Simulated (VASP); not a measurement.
# Al (P6_3/mmc) in VASP: a series of runs

The runs below take Al through single point, with PBE+D3(BJ).

All numbers are computed with VASP 6.6.1; they aren't measurements. Logs are shortened: lines on timing, memory, paths and dates and some standing lists are left out, and cuts for length are marked.

## 1. The cell of the first run

The structure is hexagonal, space group P6_3/mmc (No. 194). The conventional cell has a = 2.854 Å, b = 2.854 Å, c = 7.245 Å, α = 90.00°, β = 90.00°, γ = 120.00°. Al (site symmetry -3m) has 12 Al at 2.45 to 2.85 Å within 3.2 Å. Within 3.2 Å of Al (site symmetry -6m2) lie 12 Al at 2.45 to 2.85 Å.

## 2. Single point, PBE+D3(BJ)

File INCAR:

```
ALGO = Normal ; EDIFF = 1E-6
ENCUT = 520 ; GGA = PE
ISIF = 2 ; ISMEAR = 0
IVDW = 12 ; LASPH = True
LCHARG = False ; LREAL = False
LWAVE = False ; NBANDS = 14
NELM = 80 ; PREC = Accurate
SIGMA = 0.15
```

File KPOINTS:

```
k-points
0
Gamma
  18 18 4
```

File POSCAR:

```
Al
1.0
    2.8538000000      0.0000000000      0.0000000000
   -1.4269000000      2.4714632973      0.0000000000
    0.0000000000      0.0000000000      7.2450000000
Al
4
Direct
    0.0000000000      0.0000000000      0.0000000000
    0.3333333333      0.6666666667      0.2500000000
    0.0000000000      0.0000000000      0.5000000000
    0.6666666667      0.3333333333      0.7500000000
```

Potentials or basis: VASP PAW PBE potentials, release 64 (Al).

Command:

```console
$ cat potpaw_PBE.64/Al/POTCAR > POTCAR
$ mpirun -np 1 vasp_std > vasp.out
```

OUTCAR:

```text
EDIFF = 1E-6
   ENCUT = 520
   GGA = PE
   ISIF = 2
   ISMEAR = 0
   IVDW = 12
   LASPH = True
   LREAL = False
   NELM = 80
   PREC = Accurate
 IVDW          = 12

 ion  position               nearest neighbor table
   1  0.000  0.000  0.000-   2 2.45   4 2.45   2 2.45   4 2.45   4 2.45   2 2.45
   2  0.333  0.667  0.250-   1 2.45   3 2.45   1 2.45   3 2.45   1 2.45   3 2.45
   3  0.000  0.000  0.500-   2 2.45   4 2.45   2 2.45   4 2.45   4 2.45   2 2.45
   4  0.667  0.333  0.750-   1 2.45   3 2.45   1 2.45   3 2.45   1 2.45   3 2.45

  LATTYP: Found a hexagonal cell.
 ALAT       =     2.8538000000
 C/A-ratio  =     2.5387203028

  Lattice vectors:

 A1 = (   2.8538000000,   0.0000000000,   0.0000000000)
 A2 = (  -1.4269000000,   2.4714632973,   0.0000000000)
 A3 = (   0.0000000000,   0.0000000000,   7.2450000000)

Analysis of symmetry for initial positions (statically):
=====================================================================
 Subroutine PRICEL returns:
 Original cell was already a primitive cell.

 Routine SETGRP: Setting up the symmetry group for a
 hexagonal supercell.

 Subroutine GETGRP returns: Found 24 space group operations
 (whereof 12 operations were pure point group operations)
 out of a pool of 24 trial point group operations.

The static configuration has the point symmetry D_3d.
 The point group associated with its full space group is D_6h.

Analysis of symmetry for dynamics (positions and initial velocities):
=====================================================================
 Subroutine PRICEL returns:
 Original cell was already a primitive cell.

 Routine SETGRP: Setting up the symmetry group for a
 hexagonal supercell.

 Subroutine GETGRP returns: Found 24 space group operations
 (whereof 12 operations were pure point group operations)
 out of a pool of 24 trial point group operations.

The dynamic configuration has the point symmetry D_3d.
 The point group associated with its full space group is D_6h.

 Subroutine INISYM returns: Found 24 space group operations
 (whereof 12 operations are pure point group operations),
 and found     1 'primitive' translations

----------------------------------------------------------------------------------------

                                     Primitive cell

  volume of cell :      51.0994

  direct lattice vectors                    reciprocal lattice vectors
     2.853800000  0.000000000  0.000000000     0.350409980  0.202309296  0.000000000
    -1.426900000  2.471463297  0.000000000     0.000000000  0.404618592  0.000000000
     0.000000000  0.000000000  7.245000000     0.000000000  0.000000000  0.138026225

  length of vectors
     2.853800000  2.853800000  7.245000000     0.404618592  0.404618592  0.138026225

  position of ions in fractional coordinates (direct lattice)
     0.000000000  0.000000000  0.000000000
     0.333333333  0.666666667  0.250000000
     0.000000000  0.000000000  0.500000000
     0.666666667  0.333333333  0.750000000

  ion indices of the primitive-cell ions
   primitive index   ion index
                 1           1
                 2           2
                 3           3
                 4           4

----------------------------------------------------------------------------------------

 KPOINTS: k-points

Automatic generation of k-mesh.
 Grid dimensions read from file:
 generate k-points for:   18   18    4

 Generating k-lattice:

  Cartesian coordinates                     Fractional coordinates (reciprocal lattice)
     0.019467221  0.011239405  0.000000000     0.055555556  0.000000000  0.000000000
     0.000000000  0.022478811  0.000000000     0.000000000  0.055555556  0.000000000
     0.000000000  0.000000000  0.034506556     0.000000000  0.000000000  0.250000000

  Length of vectors
     0.022478811  0.022478811  0.034506556

  Shift w.r.t. Gamma in fractional coordinates (k-lattice)
     0.000000000  0.000000000  0.000000000

 Subroutine IBZKPT returns following result:
 ===========================================

 Found    111 irreducible k-points:

 Following reciprocal coordinates:
            Coordinates               Weight
  0.000000  0.000000  0.000000      1.000000
  0.055556 -0.000000  0.000000      6.000000
  0.111111 -0.000000  0.000000      6.000000
  0.166667 -0.000000  0.000000      6.000000
  0.222222  0.000000  0.000000      6.000000
  0.277778  0.000000  0.000000      6.000000
[... 16 lines left out ...]
  0.333333  0.111111  0.000000     12.000000
  0.388889  0.111111  0.000000     12.000000
 [... further k-points ...]
   k-points           NKPTS =    111   k-points in BZ     NKDIM =    111   number of bands    NBANDS=     14
   number of dos      NEDOS =    301   number of ions     NIONS =      4
   total plane-waves  NPLWV =  31104
   dimension x,y,z NGX =    24 NGY =   24 NGZ =   54
   dimension x,y,z NGXF=    48 NGYF=   48 NGZF=  108
   ions per type =               4
   NGX,Y,Z   is equivalent  to a cutoff of  13.98, 13.98, 12.39 a.u.
   NGXF,Y,Z  is equivalent  to a cutoff of  27.96, 27.96, 24.78 a.u.
 SYSTEM =  unknown system
   PREC   = accura    normal or accurate (medium, high low for compatibility)
   ISTART =      0    job   : 0-new  1-cont  2-samecut
   ICHARG =      2    charge: 1-file 2-atom 10-const
   ISPIN  =      1    spin polarized calculation?
   LNONCOLLINEAR =      F non collinear calculations
   LSORBIT =      F    spin-orbit coupling
   LASPH  =      T    aspherical Exc in radial PAW
   ENCUT  =  520.0 eV  38.22 Ry    6.18 a.u.   5.31  5.31 13.47*2*pi/ulx,y,z
   NELM   =     80;   NELMIN=  2; NELMDL= -5     # of ELM steps
   EDIFF  = 0.1E-05   stopping-criterion for ELM
   LREAL  =      F    real-space projection
   EDIFFG = 0.1E-04   stopping-criterion for IOM
   NSW    =      0    number of steps for IOM
   IBRION =     -1    ionic relax: 0-MD 1-quasi-New 2-CG
   NFREE  =      0    steps in history (QN), initial steepest desc. (CG)
   ISIF   =      2    stress and relaxation
   ISYM   =      2    0-nonsym 1-usesym 2-fastsym
   POTIM  = 0.5000    time-step for ionic-motion
   TEBEG  =    0.0;   TEEND  =   0.0 temperature during run
   PSTRESS=    0.0 pullay stress
   NELECT =      12.0000    total number of electrons
   NUPDOWN=      -1.0000    fix difference up-down
   EMIN   =  10.00;   EMAX   =-10.00  energy-range for DOS
   EFERMI =   0.00;   METHOD = LEGACY
   ISMEAR =     0;   SIGMA  =   0.15  broadening in eV -4-tet -1-fermi 0-gaus
   EFERMI_NEDOS =   21; number of points for ismear=-14 and -15
   IALGO  =     38    algorithm
   IMIX   =      4    mixing-type and parameters
     AMIX     =   0.40;   BMIX     =  1.00
     AMIX_MAG =   1.60;   BMIX_MAG =  1.00
  volume/ion in A,a.u.               =      12.77        86.21
  Fermi-wavevector in a.u.,A,eV,Ry     =   1.010020  1.908661 13.879847  1.020140
  Thomas-Fermi vector in A             =   2.142984
   LORBIT       =      0    0 simple, 1 ext, 2 COOP (PROOUT), +10 PAW based schemes
   GGA     = PE    functional components
   LHFCALC =     F    Hartree Fock is set to
   AEXX    =    0.0000 exact exchange contribution
   IVDW    =    12    specifies the selected vdW correction
   LEPSILON=     F    determine dielectric tensor
   LRPA    =     F    only Hartree local field effects (RPA)
 non-spin polarized calculation
 Gauss-broadening in eV      SIGMA  =   0.15
  energy-cutoff  :      520.00
  volume of cell :       51.10
 maximum number of plane-waves:      1419
 NGX is ok and might be reduce to    24
   NGX = 11   NGY = 11   NGZ = 27

 number of electron      12.0000000 magnetization

 Free energy of the ion-electron system (eV)
  ---------------------------------------------------
  ext. energy  EPLUGINS =         0.00000000
  ---------------------------------------------------
  free energy    TOTEN  =       -12.31566585 eV

  energy without entropy =      -12.30228276  energy(sigma->0) =      -12.30897431

 E-fermi :  10.8621     XC(G=0): -11.1441

 val. band max:       10.8564908410   @ k =   0.2222   0.1667   0.2500
 cond. band min:      10.8916845552   @ k =   0.2778   0.1111   0.0000
 fundamental gap:      0.0351937142
 Fermi energy:        10.8621313867

 k-point     1 :       0.0000    0.0000    0.0000
  band No.  band energies     occupation
      1      -2.0914      2.00000
      2       0.6691      2.00000
      3       0.6899      2.00000
      4       7.7152      2.00000
      5       9.6627      2.00000
      6      19.3610      0.00000
      7      19.3610      0.00000
      8      19.6775      0.00000
      9      19.6775      0.00000
     10      20.1684      0.00000
     11      20.8185      0.00000
     12      20.9753      0.00000
     13      20.9753      0.00000
     14      21.3350      0.00000

 k-point     2 :       0.0556   -0.0000    0.0000
  band No.  band energies     occupation
      1      -2.0169      2.00000
      2       0.7415      2.00000
      3       0.7625      2.00000
      4       7.7794      2.00000
      5       9.7229      2.00000
      6      17.8585      0.00000
      7      18.4470      0.00000
      8      19.4828      0.00000
      9      19.9870      0.00000
     10      19.9914      0.00000
     11      20.4051      0.00000
     12      20.6619      0.00000
     13      20.8323      0.00000
     14      20.8394      0.00000
[... 343 lines left out ...]
      1       1.7207      2.00000
      2       4.3453      2.00000
      3       4.3933      2.00000
      4       6.7761      2.00000
      5       9.3811      2.00000
      6       9.4480      2.00000
      7      11.1881      0.00212
      8      11.4425      0.00000
      9      13.6674      0.00000
     10      14.3769      0.00000
     11      15.0998      0.00000
     12      15.9908      0.00000
     13      18.2222      0.00000
     14      20.5187      0.00000

 k-point    24 :       0.3889    0.1111    0.0000
  band No.  band energies     occupation
      1       2.7949      2.00000
      2       5.3102      2.00000
      3       5.3592      2.00000
      4       5.4135      2.00000
      5       8.0341      2.00000
      6       8.1008      2.00000
      7      11.3281      0.00001
      8      12.0855      0.00000
      9      13.8302      0.00000
     10      13.9759      0.00000
     11      14.8553      0.00000
     12      15.5122      0.00000
     13      17.2796      0.00000
     14      20.2039      0.00000

 [... further k-points ...]

------------------------ aborting loop because EDIFF is reached ----------------------------------------

 Edisp (eV)   -1.75627

 E8    (eV) :    -0.7886

  FORCE on cell =-STRESS in cart. coord.  units (eV):
  Direction    XX          YY          ZZ          XY          YZ          ZX
  --------------------------------------------------------------------------------------
  -------------------------------------------------------------------------------------
  Total       8.25768     8.25768    21.85853    -0.00000    -0.00000     0.00000
  in kB     258.91228   258.91228   685.35488    -0.00000    -0.00000     0.00000
  external pressure =      401.06 kB  Pullay stress =        0.00 kB

 VOLUME and BASIS-vectors are now :
 -----------------------------------------------------------------------------
  energy-cutoff  :      520.00
  volume of cell :       51.10
      direct lattice vectors                 reciprocal lattice vectors
     2.853800000  0.000000000  0.000000000     0.350409980  0.202309296  0.000000000
    -1.426900000  2.471463297  0.000000000     0.000000000  0.404618592  0.000000000
     0.000000000  0.000000000  7.245000000     0.000000000  0.000000000  0.138026225

 POSITION                                       TOTAL-FORCE (eV/Angst)
 -----------------------------------------------------------------------------------
      0.00000      0.00000      0.00000        -0.000000     -0.000000     -0.000000
     -0.00000      1.64764      1.81125        -0.000000      0.000000     -0.000000
      0.00000      0.00000      3.62250        -0.000000     -0.000000     -0.000000
      1.42690      0.82382      5.43375         0.000000     -0.000000      0.000000
 -----------------------------------------------------------------------------------
    total drift:                               -0.000000      0.000000      0.000000

  FREE ENERGIE OF THE ION-ELECTRON SYSTEM (eV)
  ---------------------------------------------------
  free  energy   TOTEN  =       -14.0719369350 eV

  energy  without entropy=      -14.0585538487  energy(sigma->0) =      -14.06524539
```

Wall time 20 s (1 thread of Intel Xeon 6975P-C (Granite Rapids), shared host); peak memory 0.21 GiB.

Results:

| Quantity | Value |
| --- | --- |
| Free energy | -14.0719 eV |
| Pressure | 40.1 GPa |
| Band gap on the k mesh | zero (band 6 reaches 19.36 eV, above the bottom of band 7 at 8.36 eV) |
| Dispersion energy per atom | -0.439 eV |

Levels at points of the mesh, in eV from the Fermi level:
```tsv
k point	band 4	band 5	band 6	band 7	band 8	band 9
(0.00, 0.00, 0.00)	-3.15	-1.20	8.50	8.50	8.82	8.82
(0.50, 0.00, 0.00)	-4.82	-3.98	-3.81	1.98	2.32	3.12
(0.00, 0.00, 0.50)	-6.84	3.52	3.52	9.00	9.00	9.00
(0.50, 0.00, 0.50)	-6.33	-1.60	-1.60	-0.74	-0.74	4.18
```

Caveat: pairwise dispersion overbinds metals, which lowers pressure and volume.

(Part 1 of 2 ends here.)
